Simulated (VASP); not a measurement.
Set up this calculation in VASP 6.6.1, as the native input.

```
Task                   : single point
Functional             : PBE
Potentials or basis    : VASP PAW PBE potentials, release 64 (Si, Ge_d, Ir)
Cutoff                 : 500 eV
k mesh                 : 4 × 4 × 4
Occupations            : gaussian, width 0.1 eV
Spin                   : no spin polarisation
Dipole correction      : no
Further INCAR settings : ALGO = Normal; EDIFF = 1e-06; NBANDS = 56
```

The structure of Si2Ge2Ir lies in POSCAR:

```
Si2Ge2Ir
1.0
    5.7673836921      0.0000000000      0.0000000000
    0.0000000000      5.7673836921      0.0000000000
    0.0000000000      0.0000000000      5.0816062451
Si Ge Ir
4 4 2
Direct
    0.6483788810      0.8516211190      0.2511706810
    0.1483788810      0.6483788810      0.2511706810
    0.3516211190      0.1483788810      0.2511706810
    0.8516211190      0.3516211190      0.2511706810
    0.7425061940      0.7574938060      0.7170554331
    0.2574938060      0.2425061940      0.7170554331
    0.7574938060      0.2574938060      0.7170554331
    0.2425061940      0.7425061940      0.7170554331
    0.0000000000      0.0000000000      0.0335477718
    0.5000000000      0.5000000000      0.0335477718
```

These files were run (other wordings do the same):

INCAR

```
SYSTEM = Si2Ge2Ir
  PREC = Accurate
  ENCUT = 500
  EDIFF = 1E-6
  ISMEAR = 0
  SIGMA = 0.1
  LREAL = .False.
  LASPH = .True.
  NELM = 120
  ALGO = Normal
  ISIF = 2
  LWAVE = .False.
  LCHARG = .False.
  GGA = PE
  NBANDS = 56
  GGA_COMPAT = .False.
```

KPOINTS

```
Automatic mesh
0
Gamma
  4 4 4
  0 0 0
```

Potentials or basis: VASP PAW PBE potentials, release 64 (Si, Ge_d, Ir).

The run is started by

```bash
$ cat potpaw_PBE.64/Si/POTCAR potpaw_PBE.64/Ge_d/POTCAR potpaw_PBE.64/Ir/POTCAR > POTCAR
$ mpirun -np 1 vasp_std > vasp.out
```

Results of the run:

```
Pressure               : 0.3 GPa
Largest force          : 0.049 eV/Å
Band gap on the k mesh : zero (bands 45 and 46 overlap by 0.95 eV)
```

Caveat: spin-orbit coupling is left out, which moves the levels of the heavy elements.

Wall time 3.6 min on 1 thread of Intel Xeon 8259CL (shared host), peak memory 0.33 GiB.
